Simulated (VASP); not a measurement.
Here is a VASP 6.6.1 calculation.

File INCAR:

```
SYSTEM = BiO5
PREC = Accurate
ENCUT = 600
EDIFF = 1E-6
ISMEAR = 0
SIGMA = 0.2
LREAL = .FALSE.
LASPH = .TRUE.
NELM = 120
ALGO = Normal
ISIF = 2
LWAVE = .FALSE.
LCHARG = .TRUE.
GGA = PE
LELF = .TRUE.
LVHAR = .TRUE.
NBANDS = 32
GGA_COMPAT = .FALSE.
```

File KPOINTS:

```
regular mesh
0
G
  4 4 4
  0 0 0
```

POSCAR

```
BiO5
1.0
   -2.7717680190      2.7717680190      3.5324313964
    2.7717680190     -2.7717680190      3.5324313964
    2.7717680190      2.7717680190     -3.5324313964
Bi O
1 5
Direct
    0.6885385856      0.6885385856      0.0000000000
    0.5725323687      0.0725323687      0.5000000000
    0.0725323687      0.5725323687      0.5000000000
    0.4164112420      0.4164112420      0.0000000000
    0.8960122325      0.3960122325      0.5000000000
    0.3960122325      0.8960122325      0.5000000000
```

Potentials or basis: VASP PAW PBE potentials, release 64 (Bi_d, O).

Run with:

```sh
$ cat potpaw_PBE.64/Bi_d/POTCAR potpaw_PBE.64/O/POTCAR > POTCAR
$ mpirun -np 1 vasp_std > vasp.out
```

Problem. What does it give for the largest force?

Solution. 0.930 eV/Å.

Problem. What does it give for the pressure?

Solution. 1.1 GPa.

Problem. What does it give for the band gap on the k mesh?

Solution. Zero (an odd number of electrons rules out a gap without spin polarisation).

Forces in eV/Å, atoms in the order of the input:
```
Bi   0.000  0.000  0.083
O    0.000  0.000  0.922
O    0.000  0.000  0.922
O    0.000  0.000 -0.068
O    0.000  0.000 -0.930
O    0.000  0.000 -0.930
```

Caveat: the k points lie up to 0.36 Å⁻¹ apart, too coarse for converged energies and pressures of a metal; the standard files for N, O and F lose accuracy on very short bonds; spin-orbit coupling is left out, which moves the levels of the heavy elements; an odd number of electrons without spin polarisation forces a metal; a magnetic or distorted state may lie lower.
